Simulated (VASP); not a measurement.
# HgTe (Fm-3m) in VASP: further runs

HgTe is run at these levels: PBE, PBEsol; tasks: single point.

Everything below comes from runs of VASP 6.6.1. Logs are shortened: lines on timing, memory, paths and dates and some standing lists are left out, and cuts for length are marked.

**1. The cell of the first run**

Symmetry: Fm-3m, No. 225, cubic system. Conventional cell: a = 6.274 Å, b = 6.274 Å, c = 6.274 Å, α = 90.00°, β = 90.00°, γ = 90.00°. Hg (site symmetry m-3m) has 6 Te at 3.14 Å within 4.1 Å. Within 4.1 Å of Te (site symmetry m-3m) lie 6 Hg at 3.14 Å.

**2. Single point, PBE**

File INCAR:

```
SYSTEM = HgTe
ALGO = Normal ; EDIFF = 1E-6
ENCUT = 520 ; GGA = PE
ISIF = 2 ; ISMEAR = -1
LASPH = .True. ; LCHARG = .True.
LELF = .True. ; LREAL = .False.
LVHAR = .True. ; LWAVE = .False.
NBANDS = 16 ; NELM = 80
PREC = Accurate ; SIGMA = 0.05
```

File KPOINTS:

```
k-points
0
Gamma
  7 7 7
  0 0 0
```

File POSCAR:

```
HgTe
1.0
    0.0000000000      3.1370217585      3.1370217585
    3.1370217585      0.0000000000      3.1370217585
    3.1370217585      3.1370217585      0.0000000000
Hg Te
1 1
Direct
    0.0000000000      0.0000000000      0.0000000000
    0.5000000000      0.5000000000      0.5000000000
```

Potentials or basis: VASP PAW PBE potentials, release 64 (Hg, Te).

Started as:

```bash
> cat potpaw_PBE.64/Hg/POTCAR potpaw_PBE.64/Te/POTCAR > POTCAR
> mpirun -np 1 vasp_std > vasp.out
```

OUTCAR:

```text
SYSTEM = HgTe
   EDIFF = 1E-6
   ENCUT = 520
   GGA = PE
   ISIF = 2
   ISMEAR = -1
   LASPH = .True.
   LREAL = .False.
   NELM = 80
   PREC = Accurate

 ion  position               nearest neighbor table
   1  0.000  0.000  0.000-   2 3.14   2 3.14   2 3.14   2 3.14   2 3.14   2 3.14
   2  0.500  0.500  0.500-   1 3.14   1 3.14   1 3.14   1 3.14   1 3.14   1 3.14

  LATTYP: Found a face centered cubic cell.
 ALAT       =     6.2740435170

  Lattice vectors:

 A1 = (   0.0000000000,   3.1370217585,   3.1370217585)
 A2 = (   3.1370217585,   0.0000000000,   3.1370217585)
 A3 = (   3.1370217585,   3.1370217585,   0.0000000000)

Analysis of symmetry for initial positions (statically):
=====================================================================
 Subroutine PRICEL returns:
 Original cell was already a primitive cell.

 Routine SETGRP: Setting up the symmetry group for a
 face centered cubic supercell.

 Subroutine GETGRP returns: Found 48 space group operations
 (whereof 48 operations were pure point group operations)
 out of a pool of 48 trial point group operations.

The static configuration has the point symmetry O_h .

Analysis of symmetry for dynamics (positions and initial velocities):
=====================================================================
 Subroutine PRICEL returns:
 Original cell was already a primitive cell.

 Routine SETGRP: Setting up the symmetry group for a
 face centered cubic supercell.

 Subroutine GETGRP returns: Found 48 space group operations
 (whereof 48 operations were pure point group operations)
 out of a pool of 48 trial point group operations.

The dynamic configuration has the point symmetry O_h .

 Subroutine INISYM returns: Found 48 space group operations
 (whereof 48 operations are pure point group operations),
 and found     1 'primitive' translations

----------------------------------------------------------------------------------------

                                     Primitive cell

  volume of cell :      61.7423

  direct lattice vectors                    reciprocal lattice vectors
     0.000000000  3.137021758  3.137021758    -0.159386845  0.159386845  0.159386845
     3.137021758  0.000000000  3.137021758     0.159386845 -0.159386845  0.159386845
     3.137021758  3.137021758  0.000000000     0.159386845  0.159386845 -0.159386845

  length of vectors
     4.436418716  4.436418716  4.436418716     0.276066113  0.276066113  0.276066113

  position of ions in fractional coordinates (direct lattice)
     0.000000000  0.000000000  0.000000000
     0.500000000  0.500000000  0.500000000

  ion indices of the primitive-cell ions
   primitive index   ion index
                 1           1
                 2           2

----------------------------------------------------------------------------------------

 KPOINTS: k-points

Automatic generation of k-mesh.
 Grid dimensions read from file:
 generate k-points for:    7    7    7

 Generating k-lattice:

  Cartesian coordinates                     Fractional coordinates (reciprocal lattice)
    -0.022769549  0.022769549  0.022769549     0.142857143  0.000000000  0.000000000
     0.022769549 -0.022769549  0.022769549     0.000000000  0.142857143  0.000000000
     0.022769549  0.022769549 -0.022769549     0.000000000  0.000000000  0.142857143

  Length of vectors
     0.039438016  0.039438016  0.039438016

  Shift w.r.t. Gamma in fractional coordinates (k-lattice)
     0.000000000  0.000000000  0.000000000

 Subroutine IBZKPT returns following result:
 ===========================================

 Found     20 irreducible k-points:

 Following reciprocal coordinates:
            Coordinates               Weight
  0.000000  0.000000  0.000000      1.000000
  0.142857  0.000000  0.000000      8.000000
  0.285714  0.000000  0.000000      8.000000
  0.428571  0.000000  0.000000      8.000000
  0.142857  0.142857  0.000000      6.000000
  0.285714  0.142857  0.000000     24.000000
[... 12 lines left out ...]
 -0.428571  0.428571  0.142857     24.000000
 -0.285714  0.428571  0.142857     24.000000
   k-points           NKPTS =     20   k-points in BZ     NKDIM =     20   number of bands    NBANDS=     16
   number of dos      NEDOS =    301   number of ions     NIONS =      2
   total plane-waves  NPLWV =  46656
   dimension x,y,z NGX =    36 NGY =   36 NGZ =   36
   dimension x,y,z NGXF=    72 NGYF=   72 NGZF=   72
   ions per type =               1   1
   NGX,Y,Z   is equivalent  to a cutoff of  13.49, 13.49, 13.49 a.u.
   NGXF,Y,Z  is equivalent  to a cutoff of  26.98, 26.98, 26.98 a.u.
 SYSTEM =  HgTe
   PREC   = accura    normal or accurate (medium, high low for compatibility)
   ISTART =      0    job   : 0-new  1-cont  2-samecut
   ICHARG =      2    charge: 1-file 2-atom 10-const
   ISPIN  =      1    spin polarized calculation?
   LNONCOLLINEAR =      F non collinear calculations
   LSORBIT =      F    spin-orbit coupling
   LASPH  =      T    aspherical Exc in radial PAW
   ENCUT  =  520.0 eV  38.22 Ry    6.18 a.u.   8.25  8.25  8.25*2*pi/ulx,y,z
   NELM   =     80;   NELMIN=  2; NELMDL= -5     # of ELM steps
   EDIFF  = 0.1E-05   stopping-criterion for ELM
   LREAL  =      F    real-space projection
   EDIFFG = 0.1E-04   stopping-criterion for IOM
   NSW    =      0    number of steps for IOM
   IBRION =     -1    ionic relax: 0-MD 1-quasi-New 2-CG
   NFREE  =      0    steps in history (QN), initial steepest desc. (CG)
   ISIF   =      2    stress and relaxation
   ISYM   =      2    0-nonsym 1-usesym 2-fastsym
   POTIM  = 0.5000    time-step for ionic-motion
   TEBEG  =    0.0;   TEEND  =   0.0 temperature during run
   PSTRESS=    0.0 pullay stress
   NELECT =      18.0000    total number of electrons
   NUPDOWN=      -1.0000    fix difference up-down
   EMIN   =  10.00;   EMAX   =-10.00  energy-range for DOS
   EFERMI =   0.00;   METHOD = LEGACY
   ISMEAR =    -1;   SIGMA  =   0.05  broadening in eV -4-tet -1-fermi 0-gaus
   EFERMI_NEDOS =   21; number of points for ismear=-14 and -15
   IALGO  =     38    algorithm
   IMIX   =      4    mixing-type and parameters
     AMIX     =   0.40;   BMIX     =  1.00
     AMIX_MAG =   1.60;   BMIX_MAG =  1.00
  volume/ion in A,a.u.               =      30.87       208.33
  Fermi-wavevector in a.u.,A,eV,Ry     =   1.085521  2.051337 16.032498  1.178355
  Thomas-Fermi vector in A             =   2.221636
   LORBIT       =      0    0 simple, 1 ext, 2 COOP (PROOUT), +10 PAW based schemes
   GGA     = PE    functional components
   LHFCALC =     F    Hartree Fock is set to
   AEXX    =    0.0000 exact exchange contribution
   IVDW    =     0    specifies the selected vdW correction
   LEPSILON=     F    determine dielectric tensor
   LRPA    =     F    only Hartree local field effects (RPA)
 non-spin polarized calculation
  energy-cutoff  :      520.00
  volume of cell :       61.74
 maximum number of plane-waves:      1687
 NGX is ok and might be reduce to    36
   NGX = 17   NGY = 17   NGZ = 17

 number of electron      18.0000002 magnetization

 Free energy of the ion-electron system (eV)
  ---------------------------------------------------
  ext. energy  EPLUGINS =         0.00000000
  ---------------------------------------------------
  free energy    TOTEN  =        -3.33214032 eV

  energy without entropy =       -3.32459519  energy(sigma->0) =       -3.32836776

 E-fermi :   3.5261     XC(G=0):  -9.4716

 val. band max:        3.5044635408   @ k =  -0.1429   0.1429   0.0000
 cond. band min:       3.6324474772   @ k =   0.4286   0.0000   0.0000
 fundamental gap:      0.1279839364
 Fermi energy:         3.5260621486

 k-point     1 :       0.0000    0.0000    0.0000
  band No.  band energies     occupation
      1      -7.9993      2.00000
      2      -2.9170      2.00000
      3      -2.9170      2.00000
      4      -2.8638      2.00000
      5      -2.8638      2.00000
      6      -2.8638      2.00000
[... 8 lines left out ...]
     15      11.0775      0.00000
     16      11.0775      0.00000

 k-point     2 :       0.1429    0.0000    0.0000
  band No.  band energies     occupation
      1      -7.8523      2.00000
      2      -2.9676      2.00000
      3      -2.9676      2.00000
      4      -2.8807      2.00000
      5      -2.8427      2.00000
      6      -2.8427      2.00000
[... 8 lines left out ...]
     15      11.5722      0.00000
     16      11.5722      0.00000

 k-point     3 :       0.2857    0.0000    0.0000
  band No.  band energies     occupation
      1      -7.4700      2.00000
      2      -3.0837      2.00000
      3      -3.0837      2.00000
      4      -2.9593      2.00000
      5      -2.7864      2.00000
      6      -2.7864      2.00000
[... 8 lines left out ...]
     15      12.5109      0.00000
     16      12.5109      0.00000

 k-point     4 :       0.4286    0.0000    0.0000
  band No.  band energies     occupation
      1      -7.0825      2.00000
      2      -3.1728      2.00000
      3      -3.1728      2.00000
      4      -3.1335      2.00000
      5      -2.7396      2.00000
      6      -2.7396      2.00000
[... 8 lines left out ...]
     15      13.8482      0.00000
     16      13.8482      0.00000
[... 248 lines left out ...]
 k-point    18 :      -0.4286    0.2857    0.1429
  band No.  band energies     occupation
      1      -7.0556      2.00000
      2      -3.1091      2.00000
      3      -2.9781      2.00000
      4      -2.9100      2.00000
      5      -2.7210      2.00000
      6      -2.6648      2.00000
[... 8 lines left out ...]
     15      13.4746      0.00000
     16      14.7762      0.00000

 k-point    19 :      -0.4286    0.4286    0.1429
  band No.  band energies     occupation
      1      -7.0905      2.00000
      2      -2.9791      2.00000
      3      -2.9335      2.00000
      4      -2.7845      2.00000
      5      -2.6875      2.00000
      6      -2.4684      2.00000
[... 8 lines left out ...]
     15      14.5246      0.00000
     16      15.9730      0.00000

 k-point    20 :      -0.2857    0.4286    0.1429
  band No.  band energies     occupation
      1      -7.0252      2.00000
      2      -3.0753      2.00000
      3      -2.9078      2.00000
      4      -2.8356      2.00000
      5      -2.6869      2.00000
      6      -2.4393      2.00000
[... 8 lines left out ...]
     15      13.6779      0.00000
     16      15.8268      0.00000

------------------------ aborting loop because EDIFF is reached ----------------------------------------

  FORCE on cell =-STRESS in cart. coord.  units (eV):
  Direction    XX          YY          ZZ          XY          YZ          ZX
  --------------------------------------------------------------------------------------
  -------------------------------------------------------------------------------------
  Total       -0.9639588     -0.9639588     -0.9639588      0.0000000      0.0000000     -0.0000000
  in kB      -25.0141919    -25.0141919    -25.0141919      0.0000000      0.0000000     -0.0000000
  external PRESSURE =     -25.0141919 kB  Pullay stress =       0.0000000 kB

 VOLUME and BASIS-vectors are now :
 -----------------------------------------------------------------------------
  energy-cutoff  :      520.00
  volume of cell :       61.74
      direct lattice vectors                 reciprocal lattice vectors
     0.000000000  3.137021758  3.137021758    -0.159386845  0.159386845  0.159386845
     3.137021758  0.000000000  3.137021758     0.159386845 -0.159386845  0.159386845
     3.137021758  3.137021758  0.000000000     0.159386845  0.159386845 -0.159386845

 POSITION                                       TOTAL-FORCE (eV/Angst)
 -----------------------------------------------------------------------------------
      0.00000      0.00000      0.00000         0.000000     -0.000000      0.000000
      3.13702      3.13702      3.13702        -0.000000      0.000000     -0.000000
 -----------------------------------------------------------------------------------
    total drift:                               -0.000000      0.000000      0.000000

  FREE ENERGIE OF THE ION-ELECTRON SYSTEM (eV)
  ---------------------------------------------------
  free  energy   TOTEN  =        -3.3321403222 eV

  energy  without entropy=       -3.3245951935  energy(sigma->0) =       -3.32836776
```

Run time: 15 s. Hardware: 1 thread of Intel Xeon 6975P-C, shared host; peak memory 0.21 GiB.

What came out:

* Free energy: -3.3321 eV
* Pressure: -2.5 GPa
* Band gap on the k mesh: zero (band 9 reaches 3.69 eV, above the bottom of band 10 at 1.61 eV)

Caveat: spin-orbit coupling is left out, which moves the levels of the heavy elements.

**3. Single point, PBE**

This run uses another cell than the first one, of 31.51 Å³/atom, 1.021 times its volume.

File INCAR:

```
PREC = Accurate ; ENCUT = 520
EDIFF = 1E-6 ; ISMEAR = -1
SIGMA = 0.05 ; LREAL = F
LASPH = T ; NELM = 100
ALGO = Normal ; ISIF = 2
LWAVE = F ; LCHARG = F
GGA = PE ; NBANDS = 16
```

File KPOINTS:

```
regular mesh
0
Gamma
  7 7 7
```

File POSCAR:

```
HgTe
1.0
    0.0000000000      3.1586570750      3.1586570750
    3.1586570750      0.0000000000      3.1586570750
    3.1586570750      3.1586570750      0.0000000000
Hg Te
1 1
Direct
    0.0000000000      0.0000000000      0.0000000000
    0.5000000000      0.5000000000      0.5000000000
```

Potentials or basis: VASP PAW PBE potentials, release 64 (Hg, Te).

Started as:

```bash
> cat potpaw_PBE.64/Hg/POTCAR potpaw_PBE.64/Te/POTCAR > POTCAR
> mpirun -np 1 vasp_std > vasp.out
```

Run time: 19 s. Hardware: 1 thread of Intel Xeon 6975P-C, shared host; peak memory 0.21 GiB.

It converged, with:

| Property | Result |
| --- | --- |
| Free energy | -3.3098 eV |
| Pressure | -3.1 GPa |
| Band gap on the k mesh | zero (band 9 reaches 3.46 eV, above the bottom of band 10 at 1.47 eV) |

Levels at points of the mesh, in eV from the Fermi level:
```tsv
k point	band 5	band 6	band 7	band 8	band 9	band 10	band 11	band 12	band 13	band 14
(0.00, 0.00, 0.00)	-6.32	-6.32	-1.36	-0.59	-0.59	-0.59	7.49	7.49	7.49	7.55
```

Caveat: spin-orbit coupling is left out, which moves the levels of the heavy elements.

**4. Single point, PBEsol**

File INCAR:

```
  PREC = Accurate
  ENCUT = 520
  EDIFF = 1E-6
  ISMEAR = -1
  SIGMA = 0.05
  LREAL = F
  LASPH = T
  NELM = 80
  ALGO = Normal
  ISIF = 2
  LWAVE = F
  LCHARG = T
  GGA = PS
  LELF = T
  LVHAR = T
  NBANDS = 16
```

File KPOINTS:

```
Automatic mesh
0
Gamma
  7 7 7
```

File POSCAR:

```
HgTe
1.0
    0.0000000000      3.1370217585      3.1370217585
    3.1370217585      0.0000000000      3.1370217585
    3.1370217585      3.1370217585      0.0000000000
Hg Te
1 1
Direct
    0.0000000000      0.0000000000      0.0000000000
    0.5000000000      0.5000000000      0.5000000000
```

Started as:

```bash
> cat potpaw_PBE.64/Hg/POTCAR potpaw_PBE.64/Te/POTCAR > POTCAR
> mpirun -np 1 vasp_std > vasp.out
```

Run time: 22 s. Hardware: 1 thread of Intel Xeon 6975P-C, shared host; peak memory 0.21 GiB.

Results (log left out):

| Quantity | Value |
| --- | --- |
| Free energy | -4.0804 eV |
| Pressure | -5.4 GPa |
| Band gap on the k mesh | zero (band 9 reaches 3.54 eV, above the bottom of band 10 at 1.44 eV) |

Levels at points of the mesh, in eV from the Fermi level:
| k point | band 6 | band 7 | band 8 | band 9 | band 10 | band 11 | band 12 | band 13 |
| --- | --- | --- | --- | --- | --- | --- | --- | --- |
| (0.00, 0.00, 0.00) | -6.36 | -1.37 | -0.63 | -0.63 | -0.63 | 7.48 | 7.48 | 7.48 |

Caveat: the PAW data sets were made with another functional, which shifts forces and pressure a little; spin-orbit coupling is left out, which moves the levels of the heavy elements.

**5. Summary**

| level | cell | gap on the mesh (eV) | pressure (GPa) |
| --- | --- | --- | --- |
| PBE | a = 4.436 Å, angles 60.0°, 2 atoms | none | -2.5 |
| PBE | a = 4.467 Å, angles 60.0°, 2 atoms | none | -3.1 |
| PBEsol | a = 4.436 Å, angles 60.0°, 2 atoms | none | -5.4 |

Alike in all rows: task single point; potentials or basis VASP PAW PBE potentials, release 64 (Hg, Te); no spin polarisation; k mesh 7 × 7 × 7; cutoff (eV) 520; smearing fermi-dirac 0.05 eV.

Caveats: spin-orbit coupling is left out, which moves the levels of the heavy elements; the PAW data sets were made with another functional, which shifts forces and pressure a little (some runs).

Total energies depend on the potentials used, so only differences within one code and one set of settings carry meaning.
